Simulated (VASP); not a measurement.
# Te6Mo3H (a cell with a defect) in VASP: notebook, part 3 of 3

VASP 6.6.1.

## (5) Single point, PBEsol+D3(BJ)

INCAR

```
PREC     = Accurate       # precision mode
ENCUT    = 400            # plane-wave cutoff, eV
EDIFF    = 1E-6           # SCF threshold, eV
ISMEAR   = 0              # smearing method
SIGMA    = 0.05           # smearing width, eV
LREAL    = F              # projectors in reciprocal space
LASPH    = T              # aspherical terms in the spheres
NELM     = 120            # most SCF steps
ALGO     = Normal         # electronic algorithm
ISIF     = 2              # what is computed and relaxed
LWAVE    = F              # write WAVECAR
LCHARG   = F              # write CHGCAR
GGA      = PS             # functional
IVDW     = 12             # dispersion correction
NBANDS   = 50             # bands
GGA_COMPAT= F
```

KPOINTS

```
Automatic mesh
0
Gamma
  9 9 2
```

POSCAR

```
Te6Mo3H
1.0
    3.4334348991      0.0000000000      0.0000000000
   -1.7167174496      2.9734418449      0.0000000000
    0.0000000000      0.0000000000     20.7704276327
Te Mo H
6 3 1
Direct
    0.0000000000      0.0000000000      0.9125759158
    0.3333333333      0.6666666667      0.5917813750
    0.3333333333      0.6666666667      0.2333059430
    0.3333333333      0.6666666667      0.7666940570
    0.3333333333      0.6666666667      0.4082186250
    0.0000000000      0.0000000000      0.0874240842
    0.0000000000      0.0000000000      0.6791506171
    0.0000000000      0.0000000000      0.3208493829
    0.3333333333      0.6666666667      0.0000000000
    0.3226901485      0.5988450742      0.1273436355
```

Potentials or basis: VASP PAW PBE potentials, release 64 (Te, Mo_sv, H).

Command:

```
cat potpaw_PBE.64/Te/POTCAR potpaw_PBE.64/Mo_sv/POTCAR potpaw_PBE.64/H/POTCAR > POTCAR
mpirun -np 1 vasp_std > vasp.out
```

OUTCAR:

```text
PREC = Accurate
   ENCUT = 400
   EDIFF = 1E-6
   ISMEAR = 0
   LREAL = F
   LASPH = T
   NELM = 120
   ISIF = 2
   GGA = PS
   IVDW = 12
 IVDW          = 12

 ion  position               nearest neighbor table
   1  0.000  0.000  0.913-   9 2.69   9 2.69   9 2.69   4 3.62   4 3.62   4 3.62   6 3.63
   2  0.333  0.667  0.592-   7 2.69   7 2.69   7 2.69   4 3.63
   3  0.333  0.667  0.233-  10 2.21   8 2.69   8 2.69   8 2.69   6 3.62   6 3.62   6 3.62   5 3.63

   4  0.333  0.667  0.767-   7 2.69   7 2.69   7 2.69   1 3.62   1 3.62   1 3.62   2 3.63
   5  0.333  0.667  0.408-   8 2.69   8 2.69   8 2.69   3 3.63
   6  0.000  0.000  0.087-  10 1.97  10 2.19   9 2.69   9 2.69   9 2.69   3 3.62   3 3.62   3 3.62
                             1 3.63
   7  0.000  0.000  0.679-   2 2.69   2 2.69   2 2.69   4 2.69   4 2.69   4 2.69
   8  0.000  0.000  0.321-   5 2.69   5 2.69   5 2.69   3 2.69   3 2.69   3 2.69
   9  0.333  0.667  0.000-   1 2.69   6 2.69   1 2.69   6 2.69   1 2.69   6 2.69
  10  0.323  0.599  0.127-   6 1.97   6 2.19   3 2.21

  LATTYP: Found a hexagonal cell.
 ALAT       =     3.4334348991
 C/A-ratio  =     6.0494601596

  Lattice vectors:

 A1 = (   3.4334348991,   0.0000000000,   0.0000000000)
 A2 = (  -1.7167174496,   2.9734418449,   0.0000000000)
 A3 = (   0.0000000000,   0.0000000000,  20.7704276327)

Analysis of symmetry for initial positions (statically):
=====================================================================
 Subroutine PRICEL returns:
 Original cell was already a primitive cell.

 Routine SETGRP: Setting up the symmetry group for a
 hexagonal supercell.

 Subroutine GETGRP returns: Found  1 space group operations
 (whereof  1 operations were pure point group operations)
 out of a pool of 24 trial point group operations.

The static configuration has the point symmetry C_1 .

Analysis of symmetry for dynamics (positions and initial velocities):
=====================================================================
 Subroutine PRICEL returns:
 Original cell was already a primitive cell.

 Routine SETGRP: Setting up the symmetry group for a
 hexagonal supercell.

 Subroutine GETGRP returns: Found  1 space group operations
 (whereof  1 operations were pure point group operations)
 out of a pool of 24 trial point group operations.

The dynamic configuration has the point symmetry C_1 .

 Subroutine INISYM returns: Found  1 space group operations
 (whereof  1 operations are pure point group operations),
 and found     1 'primitive' translations

----------------------------------------------------------------------------------------

                                     Primitive cell

  volume of cell :     212.0478

  direct lattice vectors                    reciprocal lattice vectors
     3.433434899  0.000000000  0.000000000     0.291253520  0.168155298  0.000000000
    -1.716717450  2.973441845  0.000000000     0.000000000  0.336310596  0.000000000
     0.000000000  0.000000000 20.770427633     0.000000000  0.000000000  0.048145374

  length of vectors
     3.433434899  3.433434899 20.770427633     0.336310596  0.336310596  0.048145374

  position of ions in fractional coordinates (direct lattice)
     0.000000000  0.000000000  0.912575916
     0.333333333  0.666666667  0.591781375
     0.333333333  0.666666667  0.233305943
     0.333333333  0.666666667  0.766694057
     0.333333333  0.666666667  0.408218625
[... 73 lines left out ...]
   number of dos      NEDOS =    301   number of ions     NIONS =     10
   total plane-waves  NPLWV =  80640
   dimension x,y,z NGX =    24 NGY =   24 NGZ =  140
   dimension x,y,z NGXF=    48 NGYF=   48 NGZF=  280
   ions per type =               6   3   1
   NGX,Y,Z   is equivalent  to a cutoff of  11.62, 11.62, 11.21 a.u.
   NGXF,Y,Z  is equivalent  to a cutoff of  23.24, 23.24, 22.41 a.u.
 SYSTEM =  unknown system
   PREC   = accura    normal or accurate (medium, high low for compatibility)
   ISTART =      0    job   : 0-new  1-cont  2-samecut
   ICHARG =      2    charge: 1-file 2-atom 10-const
   ISPIN  =      1    spin polarized calculation?
   LNONCOLLINEAR =      F non collinear calculations
   LSORBIT =      F    spin-orbit coupling
   LASPH  =      T    aspherical Exc in radial PAW
   ENCUT  =  400.0 eV  29.40 Ry    5.42 a.u.   5.60  5.60 33.87*2*pi/ulx,y,z
   NELM   =    120;   NELMIN=  2; NELMDL= -5     # of ELM steps
   EDIFF  = 0.1E-05   stopping-criterion for ELM
   LREAL  =      F    real-space projection
   EDIFFG = 0.1E-04   stopping-criterion for IOM
   NSW    =      0    number of steps for IOM
   IBRION =     -1    ionic relax: 0-MD 1-quasi-New 2-CG
   NFREE  =      0    steps in history (QN), initial steepest desc. (CG)
   ISIF   =      2    stress and relaxation
   ISYM   =      2    0-nonsym 1-usesym 2-fastsym
   POTIM  = 0.5000    time-step for ionic-motion
   TEBEG  =    0.0;   TEEND  =   0.0 temperature during run
   PSTRESS=    0.0 pullay stress
   NELECT =      79.0000    total number of electrons
   NUPDOWN=      -1.0000    fix difference up-down
   EMIN   =  10.00;   EMAX   =-10.00  energy-range for DOS
   EFERMI =   0.00;   METHOD = LEGACY
   ISMEAR =     0;   SIGMA  =   0.05  broadening in eV -4-tet -1-fermi 0-gaus
   EFERMI_NEDOS =   21; number of points for ismear=-14 and -15
   IALGO  =     38    algorithm
   IMIX   =      4    mixing-type and parameters
     AMIX     =   0.40;   BMIX     =  1.00
     AMIX_MAG =   1.60;   BMIX_MAG =  1.00
  volume/ion in A,a.u.               =      21.20       143.10
  Fermi-wavevector in a.u.,A,eV,Ry     =   1.177984  2.226066 18.880066  1.387646
  Thomas-Fermi vector in A             =   2.314321
   LORBIT       =      0    0 simple, 1 ext, 2 COOP (PROOUT), +10 PAW based schemes
   GGA     = PS    functional components
   LHFCALC =     F    Hartree Fock is set to
   AEXX    =    0.0000 exact exchange contribution
   IVDW    =    12    specifies the selected vdW correction
   LEPSILON=     F    determine dielectric tensor
   LRPA    =     F    only Hartree local field effects (RPA)
 non-spin polarized calculation
 Gauss-broadening in eV      SIGMA  =   0.05
  energy-cutoff  :      400.00
  volume of cell :      212.05
 maximum number of plane-waves:      3908
   NGX = 11   NGY = 11   NGZ = 67

 number of electron      78.9999990 magnetization

 Free energy of the ion-electron system (eV)
  ---------------------------------------------------
  ext. energy  EPLUGINS =         0.00000000
  ---------------------------------------------------
  free energy    TOTEN  =       -59.83310416 eV

  energy without entropy =      -59.82667190  energy(sigma->0) =      -59.82988803

 E-fermi :   9.6220     XC(G=0): -10.9219

 val. band max:        9.6158535057   @ k =  -0.4444   0.4444   0.5000
 cond. band min:       9.6248976843   @ k =   0.0000   0.2222   0.5000
 fundamental gap:      0.0090441786
 Fermi energy:         9.6220218586

 k-point     1 :       0.0000    0.0000    0.0000
  band No.  band energies     occupation
      1     -51.6949      2.00000
      2     -51.6564      2.00000
      3     -51.5932      2.00000
      4     -25.9766      2.00000
      5     -25.9158      2.00000
      6     -25.8502      2.00000
[... 1261 lines left out ...]
     49      11.9896      0.00000
     50      12.2615      0.00000

 [... further k-points ...]

------------------------ aborting loop because EDIFF is reached ----------------------------------------

 Edisp (eV)   -5.04481

 E8    (eV) :    -3.4325

  FORCE on cell =-STRESS in cart. coord.  units (eV):
  Direction    XX          YY          ZZ          XY          YZ          ZX
  --------------------------------------------------------------------------------------
  -------------------------------------------------------------------------------------
  Total       1.82047     1.57333     3.50492     0.07065    -0.10100     0.06052
  in kB      13.75501    11.88763    26.48224     0.53378    -0.76315     0.45724
  external pressure =       17.37 kB  Pullay stress =        0.00 kB

 VOLUME and BASIS-vectors are now :
 -----------------------------------------------------------------------------
  energy-cutoff  :      400.00
  volume of cell :      212.05
      direct lattice vectors                 reciprocal lattice vectors
     3.433434899  0.000000000  0.000000000     0.291253520  0.168155298  0.000000000
    -1.716717450  2.973441845  0.000000000     0.000000000  0.336310596  0.000000000
     0.000000000  0.000000000 20.770427633     0.000000000  0.000000000  0.048145374

 POSITION                                       TOTAL-FORCE (eV/Angst)
 -----------------------------------------------------------------------------------
      0.00000      0.00000     18.95459        -0.002065      0.001442     -0.032624
     -0.00000      1.98229     12.29155         0.000574     -0.001139     -0.045764
     -0.00000      1.98229      4.84586        -0.043126      0.112548      0.251773
     -0.00000      1.98229     15.92456        -0.000094      0.001111      0.042742
     -0.00000      1.98229      8.47888        -0.002914      0.003375      0.080234
      0.00000      0.00000      1.81584         0.009000     -0.100201      0.266262
      0.00000      0.00000     14.10625        -0.001321      0.001507      0.000950
      0.00000      0.00000      6.66418        -0.015746      0.029554     -0.030044
     -0.00000      1.98229      0.00000        -0.086544      0.208650     -1.160703
      0.07989      1.78063      2.64498         0.142237     -0.256845      0.627173
 -----------------------------------------------------------------------------------
    total drift:                               -0.000039      0.000159     -0.000368

  FREE ENERGIE OF THE ION-ELECTRON SYSTEM (eV)
  ---------------------------------------------------
  free  energy   TOTEN  =       -64.8779174599 eV

  energy  without entropy=      -64.8714851982  energy(sigma->0) =      -64.87470133
```

Run time: 15 min. Hardware: 1 thread of Oxide Virtual Turin-like, shared host; peak memory 0.56 GiB.

Results:

* Free energy: -64.8779 eV
* Pressure: 1.7 GPa
* Largest force: 1.182 eV/Å
* Band gap on the k mesh: zero (an odd number of electrons rules out a gap without spin polarisation)
* Dispersion energy per atom: -0.504 eV

Forces in eV/Å, atoms in the order of the input:
```
Te  -0.002  0.001 -0.033
Te   0.001 -0.001 -0.046
Te  -0.043  0.113  0.252
Te   0.000  0.001  0.043
Te  -0.003  0.003  0.080
Te   0.009 -0.100  0.266
Mo  -0.001  0.002  0.001
Mo  -0.016  0.030 -0.030
Mo  -0.087  0.209 -1.161
H    0.142 -0.257  0.627
```

Caveat: the PAW data sets were made with another functional, which shifts forces and pressure a little; spin-orbit coupling is left out, which moves the levels of the heavy elements; an odd number of electrons without spin polarisation forces a metal; a magnetic or distorted state may lie lower.

## (6) Single point, PBEsol+D3(BJ)

INCAR

```
SYSTEM = Te6Mo3H
ALGO     = Normal         ! electronic algorithm
EDIFF    = 1E-6           ! SCF threshold, eV
ENCUT    = 400            ! plane-wave cutoff, eV
GGA      = PS             ! functional
GGA_COMPAT= .FALSE.      
ISIF     = 2              ! what is computed and relaxed
ISMEAR   = 0              ! smearing method
IVDW     = 12             ! dispersion correction
LASPH    = .TRUE.         ! aspherical terms in the spheres
LCHARG   = .FALSE.        ! write CHGCAR
LREAL    = .FALSE.        ! projectors in reciprocal space
LWAVE    = .FALSE.        ! write WAVECAR
NBANDS   = 50             ! bands
NELM     = 120            ! most SCF steps
PREC     = Accurate       ! precision mode
SIGMA    = 0.05           ! smearing width, eV
```

KPOINTS

```
k-points
0
G
  9 9 2
  0 0 0
```

POSCAR: that of step 5 with these lines changed.

```diff
@@ -17,2 +17,2 @@
     0.3333333333      0.6666666667      0.0000000000
-    0.3226901485      0.5988450742      0.1273436355
+   -0.1773098515     -0.4011549258      0.6273436355
```

Potentials or basis: VASP PAW PBE potentials, release 64 (Te, Mo_sv, H).

Command:

```
cat potpaw_PBE.64/Te/POTCAR potpaw_PBE.64/Mo_sv/POTCAR potpaw_PBE.64/H/POTCAR > POTCAR
mpirun -np 1 vasp_std > vasp.out
```

Run time: 19 min. Hardware: 1 thread of Oxide Virtual Turin-like, shared host; peak memory 0.56 GiB.

The run converged. Its results:

```
Free energy                : -64.8894 eV
Pressure                   : 3.7 GPa
Largest force              : 2.179 eV/Å
Band gap on the k mesh     : zero (an odd number of electrons rules out a gap without spin polarisation)
Dispersion energy per atom : -0.503 eV
```

Forces in eV/Å, atoms in the order of the input:
```
Te   0.001  0.008 -0.092
Te   0.696  0.506 -2.002
Te   0.000  0.000 -0.066
Te   0.013  0.289  1.276
Te   0.001 -0.003  0.071
Te   0.000  0.000  0.017
Mo  -0.237  1.139  0.756
Mo   0.000  0.001  0.065
Mo   0.001 -0.003  0.047
H   -0.474 -1.939 -0.073
```

Stress tensor (GPa, compression positive):
```
 4.91 -0.11 -0.55
-0.11  2.35  1.31
-0.55  1.31  3.98
```

Levels at points of the mesh, in eV from the Fermi level:
```csv
k point,band 36,band 37,band 38,band 39,band 40,band 41,band 42,band 43
"(0.00, 0.00, 0.00)",-1.44,-1.44,-0.60,-0.40,0.73,1.56,2.22,2.41
"(0.00, 0.00, 0.50)",-1.44,-1.44,-0.60,-0.40,0.73,1.56,2.22,2.41
```

Caveat: the PAW data sets were made with another functional, which shifts forces and pressure a little; spin-orbit coupling is left out, which moves the levels of the heavy elements; an odd number of electrons without spin polarisation forces a metal; a magnetic or distorted state may lie lower.

## (7) The runs side by side

| cell | gap on the mesh (eV) | pressure (GPa) | largest force (eV/Å) |
| --- | --- | --- | --- |
| as given, atomic positions A | none | 5.2 | 9.76 |
| as given, atomic positions B | none | 0.9 | 0.61 |
| as given, atomic positions C | none | 1.9 | 2.30 |
| as given, atomic positions D | none | 1.7 | 1.18 |
| as given, atomic positions E | none | 3.7 | 2.18 |

Alike in all rows: task single point; level PBEsol+D3(BJ); potentials or basis VASP PAW PBE potentials, release 64 (Te, Mo_sv, H); no spin polarisation; k mesh 9 × 9 × 2; cutoff (eV) 400; smearing gaussian 0.05 eV.

Caveats: the PAW data sets were made with another functional, which shifts forces and pressure a little; spin-orbit coupling is left out, which moves the levels of the heavy elements; an odd number of electrons without spin polarisation forces a metal; a magnetic or distorted state may lie lower.

Total energies depend on the potentials used, so only differences within one code and one set of settings carry meaning.

The gap in the log of VASP goes by the Fermi energy; the results here count the filled bands.